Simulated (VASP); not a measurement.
# CuAu (P1) in VASP: relaxation of cell and atoms with PBEsol

Aim: the relaxation of cell and atoms of CuAu with PBEsol.

Program: VASP 6.6.1. These are calculated values, not measurements. Logs are shortened: lines on timing, memory, paths and dates and some standing lists are left out, and cuts for length are marked.

## 1. The cell of the first run

The typed cell holds 2 atoms: a = 2.811 Å, b = 2.811 Å, c = 3.685 Å, α = 90.00°, β = 90.00°, γ = 90.00°.

## 2. Relaxation of cell and atoms, PBEsol

Input file INCAR:

```
ALGO = Normal
EDIFF = 1E-6
EDIFFG = -0.01
ENCUT = 600
GGA = PS
IBRION = 2
ISIF = 3
ISMEAR = -1
LASPH = T
LCHARG = F
LREAL = F
LWAVE = F
NELM = 100
NSW = 100
PREC = Accurate
SIGMA = 0.05
```

Input file KPOINTS:

```
k-points
0
Gamma
  8 8 6
```

Input file POSCAR:

```
CuAu
1.0
    2.8107494552      0.0000000000      0.0000000000
    0.0000000000      2.8107494552      0.0000000000
    0.0000000000      0.0000000000      3.6850000000
Cu Au
1 1
Direct
    0.4867252000      0.4979873000      0.5078433100
    0.0223908300      0.0077829800     -0.0230997800
```

Potentials or basis: VASP PAW PBE potentials, release 64 (Cu, Au).

Started as:

```bash
$ cat potpaw_PBE.64/Cu/POTCAR potpaw_PBE.64/Au/POTCAR > POTCAR
$ mpirun -np 1 vasp_std > vasp.out
```

OUTCAR:

```text
EDIFF = 1E-6
   EDIFFG = -0.01
   ENCUT = 600
   GGA = PS
   IBRION = 2
   ISIF = 3
   ISMEAR = -1
   LASPH = T
   LREAL = F
   NELM = 100
   NSW = 100
   PREC = Accurate

 ion  position               nearest neighbor table
   1  0.487  0.498  0.508-   2 2.57   2 2.60   2 2.67   2 2.70   2 2.73   2 2.75   2 2.83   2 2.85

   2  0.022  0.008  0.977-   1 2.57   1 2.60   1 2.67   1 2.70   1 2.73   1 2.75   1 2.83   1 2.85

  LATTYP: Found a simple tetragonal cell.
 ALAT       =     2.8107494552
 C/A-ratio  =     1.3110382333

  Lattice vectors:

 A1 = (   2.8107494552,   0.0000000000,   0.0000000000)
 A2 = (   0.0000000000,   2.8107494552,   0.0000000000)
 A3 = (   0.0000000000,   0.0000000000,   3.6850000000)

Analysis of symmetry for initial positions (statically):
=====================================================================
 Subroutine PRICEL returns:
 Original cell was already a primitive cell.

 Routine SETGRP: Setting up the symmetry group for a
 simple tetragonal supercell.

 Subroutine GETGRP returns: Found  1 space group operations
 (whereof  1 operations were pure point group operations)
 out of a pool of 16 trial point group operations.

The static configuration has the point symmetry C_1 .

Analysis of symmetry for dynamics (positions and initial velocities):
=====================================================================
 Subroutine PRICEL returns:
 Original cell was already a primitive cell.

 Routine SETGRP: Setting up the symmetry group for a
 simple tetragonal supercell.

 Subroutine GETGRP returns: Found  1 space group operations
 (whereof  1 operations were pure point group operations)
 out of a pool of 16 trial point group operations.

The dynamic configuration has the point symmetry C_1 .

 Subroutine INISYM returns: Found  1 space group operations
 (whereof  1 operations are pure point group operations),
 and found     1 'primitive' translations

----------------------------------------------------------------------------------------

                                     Primitive cell

  volume of cell :      29.1127

  direct lattice vectors                    reciprocal lattice vectors
     2.810749455  0.000000000  0.000000000     0.355776997  0.000000000  0.000000000
     0.000000000  2.810749455  0.000000000     0.000000000  0.355776997  0.000000000
     0.000000000  0.000000000  3.685000000     0.000000000  0.000000000  0.271370421

  length of vectors
[... 112 lines left out ...]
   LRPA    =     F    only Hartree local field effects (RPA)
 conjugate gradient relaxation of ions
 non-spin polarized calculation
  energy-cutoff  :      600.00
  volume of cell :       29.11
 maximum number of plane-waves:       991
 NGX is ok and might be reduce to    24
   NGX = 11   NGY = 11   NGZ = 15

--------------------------------------- Ionic step        1  -------------------------------------------

 number of electron      21.9999997 magnetization

 Free energy of the ion-electron system (eV)
  ---------------------------------------------------
  ext. energy  EPLUGINS =         0.00000000
  ---------------------------------------------------
  free energy    TOTEN  =        -8.27696159 eV

  energy without entropy =       -8.27130312  energy(sigma->0) =       -8.27413236

------------------------ aborting loop because EDIFF is reached ----------------------------------------

  FORCE on cell =-STRESS in cart. coord.  units (eV):
  Direction    XX          YY          ZZ          XY          YZ          ZX
  --------------------------------------------------------------------------------------
  -------------------------------------------------------------------------------------
  Total       -0.2467958     -0.1422006     -0.5141486      0.0324521     -0.0713123     -0.2502783
  in kB      -13.5820899     -7.8258286    -28.2955081      1.7859612     -3.9245799    -13.7737452
  external PRESSURE =     -16.5678088 kB  Pullay stress =       0.0000000 kB
[... 89 lines left out ...]
  FREE ENERGIE OF THE ION-ELECTRON SYSTEM (eV)
  ---------------------------------------------------
  free  energy   TOTEN  =        -8.3366841112 eV

  energy  without entropy=       -8.3314015330  energy(sigma->0) =       -8.33404282

[... ionic steps 4 to 21 ...]

--------------------------------------- Ionic step       22  -------------------------------------------

 number of electron      21.9999997 magnetization

------------------------ aborting loop because EDIFF is reached ----------------------------------------
[... 67 lines left out ...]
--------------------------------------- Ionic step       24  -------------------------------------------

 number of electron      21.9999997 magnetization

 Free energy of the ion-electron system (eV)
  ---------------------------------------------------
  ext. energy  EPLUGINS =         0.00000000
  ---------------------------------------------------
  free energy    TOTEN  =        -8.35133097 eV

  energy without entropy =       -8.34511793  energy(sigma->0) =       -8.34822445

 E-fermi :   8.7605     XC(G=0): -12.9584

 val. band max:        8.7494355668   @ k =   0.3750   0.1250   0.5000
 cond. band min:       8.7618139860   @ k =  -0.3750   0.5000   0.0000
 fundamental gap:      0.0123784192
 Fermi energy:         8.7605336036

 k-point     1 :       0.0000    0.0000    0.0000
  band No.  band energies     occupation
      1      -1.1482      2.00000
      2       2.2240      2.00000
      3       2.3306      2.00000
      4       4.6577      2.00000
      5       4.6598      2.00000
      6       5.6040      2.00000
      7       6.0845      2.00000
      8       6.7511      2.00000
      9       7.1411      2.00000
     10       7.3604      2.00000
     11       7.3612      2.00000
     12      11.7910      0.00000
     13      18.1464      0.00000
     14      18.1553      0.00000
[... 401 lines left out ...]
      2       3.0370      2.00000
      3       3.3973      2.00000
      4       3.8906      2.00000
      5       4.1532      2.00000
      6       5.4070      2.00000
      7       6.4585      2.00000
      8       6.6773      2.00000
      9       6.6975      2.00000
     10       7.0250      2.00000
     11       7.3421      2.00000
     12      11.0613      0.00000
     13      16.1614      0.00000
     14      18.3459      0.00000
     15      19.4268      0.00000

 [... further k-points ...]
[... 5 lines left out ...]
  --------------------------------------------------------------------------------------
  -------------------------------------------------------------------------------------
  Total        0.0038850      0.0009331     -0.0125180      0.0010062     -0.0033634     -0.0120542
  in kB        0.2183244      0.0524348     -0.7034644      0.0565462     -0.1890097     -0.6773998
  external PRESSURE =      -0.1442351 kB  Pullay stress =       0.0000000 kB
[... 17 lines left out ...]
  FREE ENERGIE OF THE ION-ELECTRON SYSTEM (eV)
  ---------------------------------------------------
  free  energy   TOTEN  =        -8.3513309720 eV

  energy  without entropy=       -8.3451179294  energy(sigma->0) =       -8.34822445

 reached required accuracy - stopping structural energy minimisation
```

It took 8.4 min on 1 thread of AMD EPYC 9R45 (Zen 5), shared host; peak memory 0.23 GiB.

What came out:

```yaml
Free_energy: -8.3513 eV
Relaxed_volume: 14.26 Å³/atom
Relaxed_cell: a = 2.848 Å, b = 2.848 Å, c = 3.515 Å, α = 89.99°, β = 89.96°, γ = 90.01°
Space_group_after_relaxing_to_0.05_Å: P4/mmm (No. 123)
Energy_gained_by_relaxing: 37.2 meV/atom
Ionic_steps: 24
Pressure_after_relaxing: 0.0 GPa
Largest_force_after_relaxing: 0.004 eV/Å
Band_gap_on_the_k_mesh: zero (band 11 reaches 13.99 eV, above the bottom of band 12 at 6.73 eV)
```

Forces in eV/Å, atoms in the order of the input:
```
Cu   0.002  0.001  0.003
Au  -0.002 -0.001 -0.003
```

The path:
```
step  energy change (eV)  largest force (eV/Å)  pressure (GPa)  volume (Å³)
   1              0.0000                0.8477           -1.66        29.11
   2             -0.0540                0.3611            0.62        28.48
   3             -0.0597                0.2013            2.15        28.20
   4             -0.0670                0.1378           -2.01        28.88
   5             -0.0676                0.1351           -1.10        28.72
   6             -0.0722                0.0787           -0.12        28.54
   7             -0.0725                0.0742            0.10        28.49
   8             -0.0725                0.0746            0.22        28.48
   9             -0.0734                0.0239            0.00        28.53
  10             -0.0735                0.0552           -0.35        28.59
  11             -0.0736                0.0364           -0.38        28.57
  12             -0.0738                0.0452            0.50        28.43
  13             -0.0738                0.0417            0.33        28.47
  14             -0.0741                0.0234            0.22        28.49
  15             -0.0742                0.0072            0.08        28.51
  16             -0.0743                0.0028           -0.17        28.55
  17             -0.0743                0.0035           -0.31        28.56
  18             -0.0743                0.0052           -0.25        28.53
  19             -0.0744                0.0073           -0.14        28.52
  20             -0.0744                0.0065           -0.09        28.52
  21             -0.0744                0.0056           -0.15        28.53
  22             -0.0744                0.0066           -0.29        28.53
  23             -0.0744                0.0070           -0.10        28.52
  24             -0.0744                0.0040           -0.01        28.51
```

Final structure:
```
Cu Au
1.0
     2.84772   -0.00018    0.00135
    -0.00021    2.84840    0.00042
     0.00094    0.00022    3.51483
Cu Au
1 1
Direct
  0.50446 0.50286 0.49230
  0.00466 0.00291 0.99245
```

Levels at points of the mesh, in eV from the Fermi level:
| k point | band 7 | band 8 | band 9 | band 10 | band 11 | band 12 | band 13 | band 14 | band 15 |
| --- | --- | --- | --- | --- | --- | --- | --- | --- | --- |
| (0.00, 0.00, 0.00) | -2.68 | -2.01 | -1.62 | -1.40 | -1.40 | 3.03 | 9.39 | 9.39 | 9.42 |
| (0.50, 0.00, 0.00) | -2.98 | -2.96 | -2.45 | -2.22 | -0.97 | -0.33 | 10.32 | 10.36 | 12.12 |
| (0.00, 0.50, 0.00) | -2.98 | -2.96 | -2.45 | -2.22 | -0.97 | -0.33 | 10.32 | 10.36 | 12.12 |
| (0.50, 0.50, 0.00) | -1.69 | -1.68 | -1.24 | -1.24 | 0.31 | 0.31 | 4.78 | 6.74 | 10.72 |
| (0.00, 0.00, 0.50) | -3.19 | -2.79 | -2.39 | -2.39 | -2.18 | -2.03 | 14.07 | 14.43 | 14.44 |
| (0.50, 0.00, 0.50) | -1.90 | -1.75 | -1.46 | -1.40 | -1.05 | -1.04 | 2.78 | 4.78 | 15.61 |
| (0.00, 0.50, 0.50) | -1.90 | -1.75 | -1.46 | -1.40 | -1.05 | -1.04 | 2.78 | 4.78 | 15.61 |
| (0.50, 0.50, 0.50) | -2.96 | -2.07 | -1.72 | -1.68 | 5.23 | 5.61 | 5.61 | 5.93 | 6.72 |

Caveat: the PAW data sets were made with another functional, which shifts forces and pressure a little; spin-orbit coupling is left out, which moves the levels of the heavy elements.
